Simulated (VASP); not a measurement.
# TiCo in VASP: a series of runs, part 2 of 2

VASP 6.6.1. The steps go on from the part before.

### Step 4. Single point, PBE

INCAR reads:

```
PREC = Accurate
ENCUT = 600
EDIFF = 1E-6
ISMEAR = 0
SIGMA = 0.1
LREAL = False
LASPH = True
NELM = 120
ALGO = Normal
ISIF = 2
LWAVE = False
LCHARG = False
GGA = PE
NBANDS = 18
GGA_COMPAT = False
```

KPOINTS reads:

```
Automatic mesh
0
Gamma
  6 6 6
```

POSCAR reads:

```
TiCo
1.0
    2.9861109900      0.0000000000      0.0000000000
    0.0000000000      2.9861109900      0.0000000000
    0.0000000000      0.0000000000      2.9861109900
Ti Co
1 1
Direct
    0.0000000000      0.0000000000      0.0000000000
    0.5000000000      0.5000000000      0.5000000000
```

Potentials or basis: VASP PAW PBE potentials, release 64 (Ti_sv, Co).

The run is started by

```
> cat potpaw_PBE.64/Ti_sv/POTCAR potpaw_PBE.64/Co/POTCAR > POTCAR
> mpirun -np 1 vasp_std > vasp.out
```

OUTCAR:

```text
PREC = Accurate
   ENCUT = 600
   EDIFF = 1E-6
   ISMEAR = 0
   LREAL = False
   LASPH = True
   NELM = 120
   ISIF = 2
   GGA = PE

 ion  position               nearest neighbor table
   1  0.000  0.000  0.000-   2 2.59   2 2.59   2 2.59   2 2.59   2 2.59   2 2.59   2 2.59   2 2.59

   2  0.500  0.500  0.500-   1 2.59   1 2.59   1 2.59   1 2.59   1 2.59   1 2.59   1 2.59   1 2.59

  LATTYP: Found a simple cubic cell.
 ALAT       =     2.9861109900

  Lattice vectors:

 A1 = (   2.9861109900,   0.0000000000,   0.0000000000)
 A2 = (   0.0000000000,   2.9861109900,   0.0000000000)
 A3 = (   0.0000000000,   0.0000000000,   2.9861109900)

Analysis of symmetry for initial positions (statically):
=====================================================================
 Subroutine PRICEL returns:
 Original cell was already a primitive cell.

 Routine SETGRP: Setting up the symmetry group for a
 simple cubic supercell.

 Subroutine GETGRP returns: Found 48 space group operations
 (whereof 48 operations were pure point group operations)
 out of a pool of 48 trial point group operations.

The static configuration has the point symmetry O_h .

Analysis of symmetry for dynamics (positions and initial velocities):
=====================================================================
 Subroutine PRICEL returns:
 Original cell was already a primitive cell.

 Routine SETGRP: Setting up the symmetry group for a
 simple cubic supercell.

 Subroutine GETGRP returns: Found 48 space group operations
 (whereof 48 operations were pure point group operations)
 out of a pool of 48 trial point group operations.

The dynamic configuration has the point symmetry O_h .

 Subroutine INISYM returns: Found 48 space group operations
 (whereof 48 operations are pure point group operations),
 and found     1 'primitive' translations

[... 106 lines left out ...]
   IALGO  =     38    algorithm
   IMIX   =      4    mixing-type and parameters
     AMIX     =   0.40;   BMIX     =  1.00
     AMIX_MAG =   1.60;   BMIX_MAG =  1.00
  volume/ion in A,a.u.               =      13.31        89.84
  Fermi-wavevector in a.u.,A,eV,Ry     =   1.512546  2.858298 31.127355  2.287796
  Thomas-Fermi vector in A             =   2.622456
   LORBIT       =      0    0 simple, 1 ext, 2 COOP (PROOUT), +10 PAW based schemes
   GGA     = PE    functional components
   LHFCALC =     F    Hartree Fock is set to
   AEXX    =    0.0000 exact exchange contribution
   IVDW    =     0    specifies the selected vdW correction
   LEPSILON=     F    determine dielectric tensor
   LRPA    =     F    only Hartree local field effects (RPA)
 non-spin polarized calculation
 Gauss-broadening in eV      SIGMA  =   0.10
  energy-cutoff  :      600.00
  volume of cell :       26.63
 maximum number of plane-waves:       912
 NGX is ok and might be reduce to    24

 number of electron      20.9999983 magnetization

 Free energy of the ion-electron system (eV)
  ---------------------------------------------------
  ext. energy  EPLUGINS =         0.00000000
  ---------------------------------------------------
  free energy    TOTEN  =       -15.66405102 eV

  energy without entropy =      -15.65212417  energy(sigma->0) =      -15.65808760

 E-fermi :   9.8114     XC(G=0): -12.5758

 val. band max:        9.8076788203   @ k =   0.5000   0.1667   0.0000
 cond. band min:       9.8786778652   @ k =   0.5000   0.3333   0.3333
 fundamental gap:      0.0709990448
 Fermi energy:         9.8113973476

 k-point     1 :       0.0000    0.0000    0.0000
  band No.  band energies     occupation
      1     -47.3682      2.00000
      2     -23.4559      2.00000
      3     -23.4559      2.00000
      4     -23.4559      2.00000
      5       2.2464      2.00000
      6       6.1622      2.00000
[... 397 lines left out ...]
      5       7.4916      2.00000
      6       7.4916      2.00000
[... 10 lines left out ...]
     17      18.2662      0.00000
     18      18.2662      0.00000

------------------------ aborting loop because EDIFF is reached ----------------------------------------

  FORCE on cell =-STRESS in cart. coord.  units (eV):
  Direction    XX          YY          ZZ          XY          YZ          ZX
  --------------------------------------------------------------------------------------
  -------------------------------------------------------------------------------------
  Total       -0.4412315     -0.4412315     -0.4412315      0.0000000     -0.0000000     -0.0000000
  in kB      -26.5496784    -26.5496784    -26.5496784      0.0000000     -0.0000000     -0.0000000
  external PRESSURE =     -26.5496784 kB  Pullay stress =       0.0000000 kB

 VOLUME and BASIS-vectors are now :
 -----------------------------------------------------------------------------
  energy-cutoff  :      600.00
  volume of cell :       26.63
      direct lattice vectors                 reciprocal lattice vectors
     2.986110990  0.000000000  0.000000000     0.334883735  0.000000000  0.000000000
     0.000000000  2.986110990  0.000000000     0.000000000  0.334883735  0.000000000
     0.000000000  0.000000000  2.986110990     0.000000000  0.000000000  0.334883735

 POSITION                                       TOTAL-FORCE (eV/Angst)
 -----------------------------------------------------------------------------------
      0.00000      0.00000      0.00000         0.000000      0.000000      0.000000
      1.49306      1.49306      1.49306         0.000000      0.000000      0.000000
 -----------------------------------------------------------------------------------
    total drift:                                0.000000      0.000000     -0.000000

  FREE ENERGIE OF THE ION-ELECTRON SYSTEM (eV)
  ---------------------------------------------------
  free  energy   TOTEN  =       -15.6640510202 eV

  energy  without entropy=      -15.6521241721  energy(sigma->0) =      -15.65808760
```

It took 16 s on 1 thread of Intel Xeon Platinum 8375C at 2.90GHz (Ice Lake), shared host; peak memory 0.14 GiB.

Results:

| Property | Result |
| --- | --- |
| Free energy | -15.6641 eV |
| Pressure | -2.7 GPa |

### Step 5. Single point, PBEsol, collinear spin, ferromagnetic start

INCAR reads:

```
PREC = Accurate ; ENCUT = 600
EDIFF = 1E-6 ; ISMEAR = 0
SIGMA = 0.1 ; LREAL = False
LASPH = True ; NELM = 200
ALGO = Normal ; ISIF = 2
LWAVE = False ; LCHARG = False
ISPIN = 2 ; MAGMOM = 0 0.6
LORBIT = 11 ; LMAXMIX = 4
GGA = PS ; NBANDS = 22
NELECT = 22.0 ; ISYM = 0
GGA_COMPAT = False
```

KPOINTS reads:

```
Automatic mesh
0
Gamma
  2 2 2
  0.25 0.25 0.25
```

POSCAR is that of step 4.

The run is started by

```
> cat potpaw_PBE.64/Ti_sv/POTCAR potpaw_PBE.64/Co/POTCAR > POTCAR
> mpirun -np 1 vasp_std > vasp.out
```

Wall time 50 s (1 thread of Intel Xeon Platinum 8375C at 2.90GHz (Ice Lake), shared host); peak memory 0.17 GiB.

The run converged. Its results:

```
Free energy                                           : -6.8470 eV
Net moment                                            : 1.99 μB per cell
Site moments                                          : Ti +0.58; Co +1.26 μB
Valence electrons inside the program's atomic spheres : Ti 10.67; Co 8.61
```

Levels at points of the mesh, in eV from the Fermi level:
Spin up:
```tsv
k point	band 8	band 9	band 10	band 11	band 12	band 13	band 14	band 15	band 16	band 17
(0.12, 0.12, 0.12)	-2.55	-2.55	-2.20	-0.16	-0.16	1.06	1.88	1.88	7.58	7.58
```
Spin down:
```
           k point  band 6  band 7  band 8  band 9  band 10  band 11  band 12  band 13  band 14  band 15
(0.12, 0.12, 0.12)   -3.48   -3.48   -1.77   -1.77    -1.37     1.00     1.00     1.46     2.37     2.37
```

Caveat: the k points lie up to 1.05 Å⁻¹ apart; the cell carries a net charge on a neutralising background, which shifts energy and pressure; the cell is charged against a uniform background, so pressure and absolute levels hang on convention; the PAW data sets were made with another functional, which shifts forces and pressure a little.

### Step 6. Single point, RPBE, collinear spin, ferromagnetic start

INCAR reads:

```
  ALGO = Normal
  EDIFF = 1E-6
  ENCUT = 600
  GGA = RP
  GGA_COMPAT = F
  ISIF = 2
  ISMEAR = 0
  ISPIN = 2
  LASPH = T
  LCHARG = T
  LELF = T
  LMAXMIX = 4
  LORBIT = 11
  LREAL = F
  LVHAR = T
  LWAVE = F
  MAGMOM = 0 0.6
  NBANDS = 22
  NELM = 200
  PREC = Accurate
  SIGMA = 0.1
```

KPOINTS reads:

```
k-points
0
Gamma
  3 3 3
```

Changes to POSCAR since step 5:

```diff
@@ -9,2 +9,2 @@
     0.0000000000      0.0000000000      0.0000000000
-    0.5000000000      0.5000000000      0.5000000000
+    0.5000000000      0.5000000000      0.5167441867
```

Potentials or basis: VASP PAW PBE potentials, release 64 (Ti_sv, Co).

The run is started by

```
> cat potpaw_PBE.64/Ti_sv/POTCAR potpaw_PBE.64/Co/POTCAR > POTCAR
> mpirun -np 1 vasp_std > vasp.out
```

Wall time 24 s (1 thread of Intel Xeon Platinum 8375C at 2.90GHz (Ice Lake), shared host); peak memory 0.15 GiB.

The run converged. Its results:

```
Free energy                                           : -14.7805 eV
Pressure                                              : 0.3 GPa
Largest force                                         : 0.203 eV/Å
Net moment                                            : 0.65 μB per cell
Site moments                                          : Ti +0.10; Co +0.58 μB
Valence electrons inside the program's atomic spheres : Ti 10.29; Co 8.30
```

Forces on the atoms (eV/Å):
```
Ti   0.000  0.000  0.203
Co   0.000  0.000 -0.203
```

Stress tensor (GPa, compression positive):
```
0.35 0.00 0.00
0.00 0.35 0.00
0.00 0.00 0.25
```

Levels at points of the mesh, in eV from the Fermi level:
Spin up:
| k point | band 7 | band 8 | band 9 | band 10 | band 11 | band 12 | band 13 | band 14 |
| --- | --- | --- | --- | --- | --- | --- | --- | --- |
| (0.00, 0.00, 0.00) | -4.01 | -1.71 | -1.70 | -1.70 | 0.58 | 0.59 | 2.68 | 2.68 |
Spin down:
| k point | band 7 | band 8 | band 9 | band 10 | band 11 | band 12 | band 13 | band 14 |
| --- | --- | --- | --- | --- | --- | --- | --- | --- |
| (0.00, 0.00, 0.00) | -3.56 | -1.37 | -1.36 | -1.36 | 1.00 | 1.02 | 2.88 | 2.88 |

Caveat: the k points lie up to 0.70 Å⁻¹ apart; the PAW data sets were made with another functional, which shifts forces and pressure a little.

### Step 7. Summary

```tsv
level	potentials or basis	spin	k mesh	smearing	gap on the mesh (eV)	pressure (GPa)	moment (μB)
LDA	VASP PAW LDA potentials, release 64 (Ti_sv, Co)	collinear, ferrimagnetic start	1 × 2 × 4	gaussian 0.1 eV	none	-11.3	0.80
PBE	VASP PAW PBE potentials, release 64 (Ti_sv, Co)	off	6 × 6 × 6	tetrahedron	none	-2.6	-
PBE	VASP PAW PBE potentials, release 64 (Ti_sv, Co)	off	6 × 6 × 6	gaussian 0.1 eV	none	-2.7	-
RPBE	VASP PAW PBE potentials, release 64 (Ti_sv, Co)	collinear, ferromagnetic start	3 × 3 × 3	gaussian 0.1 eV	none	0.3	0.65
```

Some of these runs hold the atoms at other places in the same cell, which the table doesn't show; runs alike in all that it shows share one row.

Alike in all rows: task single point; cell as given; cutoff (eV) 600.

Caveats: some runs use coarse meshes; the PAW data sets were made with another functional, which shifts forces and pressure a little (some runs).

Absolute energies hang on the potentials; compare differences alone.
